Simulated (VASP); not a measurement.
**As: single point with PBEsol-based global hybrid with 25 % exact exchange**

As:

```
As
1.0
     2.97948   -0.10062    0.32377
    -0.10062    2.58301    0.26188
     0.32377    0.26188    2.54855
As
1
Direct
  0.50000 0.50000 0.50000
```

```
Program             : VASP 6.6.1
Task                : single point
Functional          : PBEsol-based global hybrid with 25 % exact exchange
Potentials or basis : VASP PAW PBE potentials, release 64 (As)
Cutoff              : 520 eV
k mesh              : 5 × 5 × 6
Occupations         : fermi-dirac, width 0.05 eV
Spin                : no spin polarisation
```

```yaml
Pressure: 0.3 GPa
Band_gap_on_the_k_mesh: zero (an odd number of electrons rules out a gap without spin polarisation)
```

Stress tensor (GPa, compression positive):
```
-9.44 -1.65 -2.07
-1.65  4.30 -9.68
-2.07 -9.68  6.06
```

Levels at points of the mesh, in eV from the Fermi level:
```csv
k point,band 1,band 2,band 3,band 4,band 5,band 6,band 7
"(0.00, 0.00, 0.00)",-17.80,1.87,6.75,7.33,8.38,11.37,14.27
"(0.00, 0.00, 0.50)",-12.76,-8.72,3.26,8.19,8.31,12.93,16.76
```

Run time: 4.5 min on 1 thread of AMD EPYC 9R45 96-Core Processor (Zen 5), on a shared host, peak memory 0.11 GiB.

Caveat: the k points lie up to 0.50 Å⁻¹ apart, too coarse for converged energies and pressures of a metal; the PAW data sets were made with another functional, which shifts forces and pressure a little; an odd number of electrons without spin polarisation forces a metal; a magnetic or distorted state may lie lower.
